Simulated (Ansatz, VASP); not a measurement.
**Hg: VASP beside Ansatz**

The input INCAR:

```
SYSTEM = Hg
PREC     = Accurate       ! precision mode
ENCUT    = 520            ! plane-wave cutoff, eV
EDIFF    = 1E-6           ! SCF threshold, eV
ISMEAR   = 0              ! smearing method
SIGMA    = 0.1            ! smearing width, eV
LREAL    = .FALSE.        ! projectors in reciprocal space
LASPH    = .TRUE.         ! aspherical terms in the spheres
NELM     = 60             ! most SCF steps
ALGO     = Normal         ! electronic algorithm
ISIF     = 2              ! what is computed and relaxed
LWAVE    = .FALSE.        ! write WAVECAR
LCHARG   = .TRUE.         ! write CHGCAR
GGA      = PE             ! functional
LELF     = .TRUE.         ! ELF
LVHAR    = .TRUE.       
NBANDS   = 12             ! bands
```

The input KPOINTS:

```
regular mesh
0
G
  6 6 6
  0 0 0
```

POSCAR

```
Hg
1.0
   -2.0466732271      2.0466732271      1.7822110006
    2.0466732271     -2.0466732271      1.7822110006
    2.0466732271      2.0466732271     -1.7822110006
Hg
1
Direct
    0.0000000000      0.0000000000      0.0000000000
```

Input for Ansatz:

```yaml
crystal:
  lattice:
    - [-2.0466732271, 2.0466732271, 1.7822110006]
    - [2.0466732271, -2.0466732271, 1.7822110006]
    - [2.0466732271, 2.0466732271, -1.7822110006]
  atoms:
    - { symbol: Hg, position: [0.0, 0.0, 0.0] }
basis:
  ecutwfc: 420
kpoints:
  mp_grid: { grid: [6, 6, 6] }
hamiltonian:
  xc: pbe
scf:
  occupations: { method: gaussian, width: 0.1 }
  convergence: { dr2_threshold: "1e-10 eV" }
output:
  forces: true
  stress: true
  eigenvalues: true
  optics: { e_range: [0, 10], sigma: 0.2 }
```

Alike in both runs: task single point; functional PBE; k mesh 6 × 6 × 6; occupations gaussian, width 0.1 eV; no spin polarisation.

```csv
,VASP,Ansatz
version,VASP 6.6.1,Ansatz 0.2.0
potentials or method,"VASP PAW PBE potentials, release 64 (Hg), cutoff 520 eV","scalar-relativistic, plane waves, PAW"
valence electrons in the cell,12,20
```

Ansatz gave:

| Quantity | Value |
| --- | --- |
| gap on the k mesh at the Fermi level (eV) | none |
| pressure (GPa) | -0.4 |
| traceless stress, the component that is largest in VASP (GPa) | 0.75 |

Question: Which values does VASP return?

Answer: gap on the k mesh at the Fermi level (eV): none; pressure (GPa): -0.3; traceless stress, the component that is largest in VASP (GPa): 0.73.

A gap of «none» marks a metal or a gap that the smearing closes. VASP's potentials hold 12 valence electrons a cell and Ansatz's 20, so a difference there can come from the potentials and not from the codes. Ansatz's warnings: optics on partly filled bands, settled levels scf threshold loose.

The k mesh is coarse, so the values compare programs but aren't converged. Neither program's run includes spin-orbit coupling.
